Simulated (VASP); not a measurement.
# InSe in VASP: single point with PBE+D3(BJ)

Aim: the single point of InSe with PBE+D3(BJ).

Program: VASP 6.6.1. These are calculated values, not measurements. Logs are shortened: lines on timing, memory, paths and dates and some standing lists are left out, and cuts for length are marked.

## 1. The cell of the first run

The cell holds a slab with vacuum, 8 atoms: a = 4.027 Å, b = 4.027 Å, c = 28.271 Å, α = 90.00°, β = 90.00°, γ = 120.00°.

## 2. Single point, PBE+D3(BJ) (layers slid over each other)

Contents of INCAR:

```
SYSTEM = InSe
PREC = Accurate ; ENCUT = 520
EDIFF = 1E-7 ; ISMEAR = 0
SIGMA = 0.05 ; LREAL = .False.
LASPH = .True. ; NELM = 100
ALGO = Normal ; ISIF = 2
LWAVE = .False. ; LCHARG = .True.
LDIPOL = .True. ; IDIPOL = 3
DIPOL = 0.5 0.5 0.405 ; GGA = PE
IVDW = 12 ; LELF = .True.
LVHAR = .True. ; LVACPOTAV = .True.
NBANDS = 48
```

Contents of KPOINTS:

```
Automatic mesh
0
Gamma
  9 9 1
  0 0 0
```

Contents of POSCAR:

```
InSe
1.0
    4.0266103640      0.0000000000      0.0000000000
   -2.0133051820      3.4871468663      0.0000000000
    0.0000000000      0.0000000000     28.2707108021
Se In
4 4
Direct
    0.0000000000      0.0000000000      0.1591753399
    0.0000000000      0.0000000000      0.3496677346
    0.0000000000      0.4444444444      0.4596755806
    0.0000000000      0.4444444444      0.6501679753
    0.6666666667      0.3333333333      0.2049979895
    0.6666666667      0.3333333333      0.3038451603
    0.6666666667      0.7777777778      0.5054982302
    0.6666666667      0.7777777778      0.6043454010
```

Potentials or basis: VASP PAW PBE potentials, release 64 (Se, In_d).

Run with:

```console
$ cat potpaw_PBE.64/Se/POTCAR potpaw_PBE.64/In_d/POTCAR > POTCAR
$ mpirun -np 1 vasp_std > vasp.out
```

OUTCAR:

```text
SYSTEM = InSe
   PREC = Accurate
   ENCUT = 520
   EDIFF = 1E-7
   ISMEAR = 0
   LREAL = .False.
   LASPH = .True.
   NELM = 100
   ISIF = 2
   GGA = PE
   IVDW = 12
 IVDW          = 12

 ion  position               nearest neighbor table
   1  0.000  0.000  0.159-   5 2.66   5 2.66   5 2.66
   2  0.000  0.000  0.350-   6 2.66   6 2.66   6 2.66
   3  0.000  0.444  0.460-   7 2.66   7 2.66   7 2.66
   4  0.000  0.444  0.650-   8 2.66   8 2.66   8 2.66
   5  0.667  0.333  0.205-   1 2.66   1 2.66   1 2.66   6 2.79
   6  0.667  0.333  0.304-   2 2.66   2 2.66   2 2.66   5 2.79
   7  0.667  0.778  0.505-   3 2.66   3 2.66   3 2.66   8 2.79
   8  0.667  0.778  0.604-   4 2.66   4 2.66   4 2.66   7 2.79

  LATTYP: Found a hexagonal cell.
 ALAT       =     4.0266103640
 C/A-ratio  =     7.0209700583

  Lattice vectors:

 A1 = (   4.0266103640,   0.0000000000,   0.0000000000)
 A2 = (  -2.0133051820,   3.4871468663,   0.0000000000)
 A3 = (   0.0000000000,   0.0000000000,  28.2707108021)

Analysis of symmetry for initial positions (statically):
=====================================================================
 Subroutine PRICEL returns:
 Original cell was already a primitive cell.

 Routine SETGRP: Setting up the symmetry group for a
 hexagonal supercell.

 Subroutine GETGRP returns: Found  2 space group operations
 (whereof  1 operations were pure point group operations)
 out of a pool of 24 trial point group operations.

The static configuration has the point symmetry C_1 .
 The point group associated with its full space group is C_2 .

Analysis of symmetry for dynamics (positions and initial velocities):
=====================================================================
 Subroutine PRICEL returns:
 Original cell was already a primitive cell.

 Routine SETGRP: Setting up the symmetry group for a
 hexagonal supercell.

 Subroutine GETGRP returns: Found  2 space group operations
 (whereof  1 operations were pure point group operations)
 out of a pool of 24 trial point group operations.

The dynamic configuration has the point symmetry C_1 .
 The point group associated with its full space group is C_2 .

 Subroutine INISYM returns: Found  2 space group operations
 (whereof  1 operations are pure point group operations),
 and found     1 'primitive' translations

----------------------------------------------------------------------------------------

                                     Primitive cell

  volume of cell :     396.9598

  direct lattice vectors                    reciprocal lattice vectors
     4.026610364  0.000000000  0.000000000     0.248347843  0.143383694  0.000000000
    -2.013305182  3.487146866  0.000000000     0.000000000  0.286767388  0.000000000
     0.000000000  0.000000000 28.270710802     0.000000000  0.000000000  0.035372298

  length of vectors
     4.026610364  4.026610364 28.270710802     0.286767388  0.286767388  0.035372298

  position of ions in fractional coordinates (direct lattice)
     0.000000000  0.000000000  0.159175340
     0.000000000  0.000000000  0.349667735
     0.000000000  0.444444444  0.459675581
     0.000000000  0.444444444  0.650167975
     0.666666667  0.333333333  0.204997990
     0.666666667  0.333333333  0.303845160
     0.666666667  0.777777778  0.505498230
     0.666666667  0.777777778  0.604345401

  ion indices of the primitive-cell ions
   primitive index   ion index
                 1           1
                 2           2
                 3           3
                 4           4
                 5           5
                 6           6
                 7           7
                 8           8

----------------------------------------------------------------------------------------

 KPOINTS: Automatic mesh

Automatic generation of k-mesh.
 Grid dimensions read from file:
 generate k-points for:    9    9    1

 Generating k-lattice:

  Cartesian coordinates                     Fractional coordinates (reciprocal lattice)
     0.027594205  0.015931522  0.000000000     0.111111111  0.000000000  0.000000000
     0.000000000  0.031863043  0.000000000     0.000000000  0.111111111  0.000000000
     0.000000000  0.000000000  0.035372298     0.000000000  0.000000000  1.000000000

  Length of vectors
     0.031863043  0.031863043  0.035372298

  Shift w.r.t. Gamma in fractional coordinates (k-lattice)
     0.000000000  0.000000000  0.000000000

 Subroutine IBZKPT returns following result:
 ===========================================

 Found     25 irreducible k-points:

 Following reciprocal coordinates:
            Coordinates               Weight
  0.000000  0.000000  0.000000      1.000000
  0.111111 -0.000000  0.000000      2.000000
  0.000000  0.111111  0.000000      4.000000
  0.222222  0.000000  0.000000      2.000000
  0.000000  0.222222  0.000000      4.000000
  0.333333 -0.000000  0.000000      2.000000
[... 16 lines left out ...]
 -0.222222 -0.444444  0.000000      4.000000
  0.444444  0.333333  0.000000      4.000000
   k-points           NKPTS =     25   k-points in BZ     NKDIM =     25   number of bands    NBANDS=     48
   number of dos      NEDOS =    301   number of ions     NIONS =      8
   total plane-waves  NPLWV = 189000
   dimension x,y,z NGX =    30 NGY =   30 NGZ =  210
   dimension x,y,z NGXF=    60 NGYF=   60 NGZF=  420
   ions per type =               4   4
   NGX,Y,Z   is equivalent  to a cutoff of  12.39, 12.39, 12.35 a.u.
   NGXF,Y,Z  is equivalent  to a cutoff of  24.77, 24.77, 24.70 a.u.
 SYSTEM =  InSe
   PREC   = accura    normal or accurate (medium, high low for compatibility)
   ISTART =      0    job   : 0-new  1-cont  2-samecut
   ICHARG =      2    charge: 1-file 2-atom 10-const
   ISPIN  =      1    spin polarized calculation?
   LNONCOLLINEAR =      F non collinear calculations
   LSORBIT =      F    spin-orbit coupling
   LASPH  =      T    aspherical Exc in radial PAW
   ENCUT  =  520.0 eV  38.22 Ry    6.18 a.u.   7.49  7.49 52.56*2*pi/ulx,y,z
   NELM   =    100;   NELMIN=  2; NELMDL= -5     # of ELM steps
   EDIFF  = 0.1E-06   stopping-criterion for ELM
   LREAL  =      F    real-space projection
   EDIFFG = 0.1E-05   stopping-criterion for IOM
   NSW    =      0    number of steps for IOM
   IBRION =     -1    ionic relax: 0-MD 1-quasi-New 2-CG
   NFREE  =      0    steps in history (QN), initial steepest desc. (CG)
   ISIF   =      2    stress and relaxation
   ISYM   =      2    0-nonsym 1-usesym 2-fastsym
   POTIM  = 0.5000    time-step for ionic-motion
   TEBEG  =    0.0;   TEEND  =   0.0 temperature during run
   PSTRESS=    0.0 pullay stress
   NELECT =      76.0000    total number of electrons
   NUPDOWN=      -1.0000    fix difference up-down
   EMIN   =  10.00;   EMAX   =-10.00  energy-range for DOS
   EFERMI =   0.00;   METHOD = LEGACY
   ISMEAR =     0;   SIGMA  =   0.05  broadening in eV -4-tet -1-fermi 0-gaus
   EFERMI_NEDOS =   21; number of points for ismear=-14 and -15
   IALGO  =     38    algorithm
   IMIX   =      4    mixing-type and parameters
     AMIX     =   0.40;   BMIX     =  1.00
     AMIX_MAG =   1.60;   BMIX_MAG =  1.00
  volume/ion in A,a.u.               =      49.62       334.85
  Fermi-wavevector in a.u.,A,eV,Ry     =   0.943548  1.783047 12.113024  0.890282
  Thomas-Fermi vector in A             =   2.071266
   LORBIT       =      0    0 simple, 1 ext, 2 COOP (PROOUT), +10 PAW based schemes
   GGA     = PE    functional components
   LHFCALC =     F    Hartree Fock is set to
   AEXX    =    0.0000 exact exchange contribution
   IVDW    =    12    specifies the selected vdW correction
   LEPSILON=     F    determine dielectric tensor
   LRPA    =     F    only Hartree local field effects (RPA)
 non-spin polarized calculation
 Gauss-broadening in eV      SIGMA  =   0.05
  energy-cutoff  :      520.00
  volume of cell :      396.96
 maximum number of plane-waves:     10749
 NGX is ok and might be reduce to    30
   NGX = 15   NGY = 15   NGZ =105

 dipolmoment           0.000000      0.000000      0.000008 electrons x Angstroem

 number of electron      75.9999998 magnetization

 dipolmoment           0.000000      0.000000     -0.000025 electrons x Angstroem

 Free energy of the ion-electron system (eV)
  ---------------------------------------------------
  ext. energy  EPLUGINS =         0.00000000
  ---------------------------------------------------
  free energy    TOTEN  =       -28.35847590 eV

  energy without entropy =      -28.35847590  energy(sigma->0) =      -28.35847590

 E-fermi :   0.1176     XC(G=0):  -5.6368

 val. band max:       -0.1486251743   @ k =   0.1111  -0.0000   0.0000
 cond. band min:       0.9175705941   @ k =   0.0000   0.0000   0.0000
 fundamental gap:      1.0661957684
 Fermi energy:         0.1176213090

 k-point     1 :       0.0000    0.0000    0.0000
  band No.  band energies     occupation
      1     -14.5185      2.00000
      2     -14.5183      2.00000
      3     -14.3355      2.00000
      4     -14.3354      2.00000
      5     -14.3345      2.00000
      6     -14.3343      2.00000
[... 40 lines left out ...]
     47       5.0480      0.00000
     48       5.1878      0.00000

 k-point     2 :       0.1111   -0.0000    0.0000
  band No.  band energies     occupation
      1     -14.5181      2.00000
      2     -14.5177      2.00000
      3     -14.3773      2.00000
      4     -14.3738      2.00000
      5     -14.3329      2.00000
      6     -14.3327      2.00000
[... 40 lines left out ...]
     47       5.1158      0.00000
     48       5.1460      0.00000

 k-point     3 :       0.0000    0.1111    0.0000
  band No.  band energies     occupation
      1     -14.5180      2.00000
      2     -14.5177      2.00000
      3     -14.3765      2.00000
      4     -14.3735      2.00000
      5     -14.3335      2.00000
      6     -14.3331      2.00000
[... 1060 lines left out ...]
     47       5.2827      0.00000
     48       5.3391      0.00000

 k-point    24 :       0.4444    0.3333    0.0000
  band No.  band energies     occupation
      1     -14.6278      2.00000
      2     -14.6219      2.00000
      3     -14.5272      2.00000
      4     -14.5228      2.00000
      5     -14.4615      2.00000
      6     -14.4612      2.00000
[... 40 lines left out ...]
     47       5.2335      0.00000
     48       5.3604      0.00000

 [... further k-points ...]

------------------------ aborting loop because EDIFF is reached ----------------------------------------

 Edisp (eV)   -2.05513

 E8    (eV) :    -0.9639

  FORCE on cell =-STRESS in cart. coord.  units (eV):
  Direction    XX          YY          ZZ          XY          YZ          ZX
  --------------------------------------------------------------------------------------
  -------------------------------------------------------------------------------------
  Total      -0.04281     0.12810    -0.02514    -0.14801     0.14278    -0.08243
  in kB      -0.17278     0.51702    -0.10145    -0.59738     0.57628    -0.33272
  external pressure =        0.08 kB  Pullay stress =        0.00 kB

 VOLUME and BASIS-vectors are now :
 -----------------------------------------------------------------------------
  energy-cutoff  :      520.00
  volume of cell :      396.96
      direct lattice vectors                 reciprocal lattice vectors
     4.026610364  0.000000000  0.000000000     0.248347843  0.143383694  0.000000000
    -2.013305182  3.487146866  0.000000000     0.000000000  0.286767388  0.000000000
     0.000000000  0.000000000 28.270710802     0.000000000  0.000000000  0.035372298

 POSITION                                       TOTAL-FORCE (eV/Angst)
 -----------------------------------------------------------------------------------
      0.00000      0.00000      4.50000        -0.000702     -0.001499     -0.010520
      0.00000      0.00000      9.88536         0.012661     -0.044856     -0.013839
     -0.89480      1.54984     12.99536        -0.032516      0.033393      0.013839
     -0.89480      1.54984     18.38071        -0.001649      0.000141      0.010520
      2.01331      1.16238      5.79544        -0.000905     -0.003596      0.011310
      2.01331      1.16238      8.58992         0.011682      0.010571      0.004203
      1.11850      2.71223     14.29079         0.014996      0.004832     -0.004203
      1.11850      2.71223     17.08527        -0.003567      0.001015     -0.011310
 -----------------------------------------------------------------------------------
    total drift:                                0.000183      0.000293     -0.003142

  FREE ENERGIE OF THE ION-ELECTRON SYSTEM (eV)
  ---------------------------------------------------
  free  energy   TOTEN  =       -30.4136058664 eV

  energy  without entropy=      -30.4136058664  energy(sigma->0) =      -30.41360587

 vacuum level on the upper side and lower side of the slab         5.495         5.496
```

Wall time 32 min (1 thread of Intel Xeon 8259CL, shared host); peak memory 0.66 GiB.

What came out:

```
Free energy                : -30.4136 eV
Largest force              : 0.049 eV/Å
Band gap on the k mesh     : 1.07 eV (least direct gap 1.13 eV)
Dispersion energy per atom : -0.257 eV
```

Forces on the atoms (eV/Å):
```
Se  -0.001 -0.001 -0.011
Se   0.013 -0.045 -0.014
Se  -0.033  0.033  0.014
Se  -0.002  0.000  0.011
In  -0.001 -0.004  0.011
In   0.012  0.011  0.004
In   0.015  0.005 -0.004
In  -0.004  0.001 -0.011
```

Caveat: the cell differs from its parent crystal (layers slid over each other); spin-orbit coupling is left out, which moves the levels of the heavy elements.
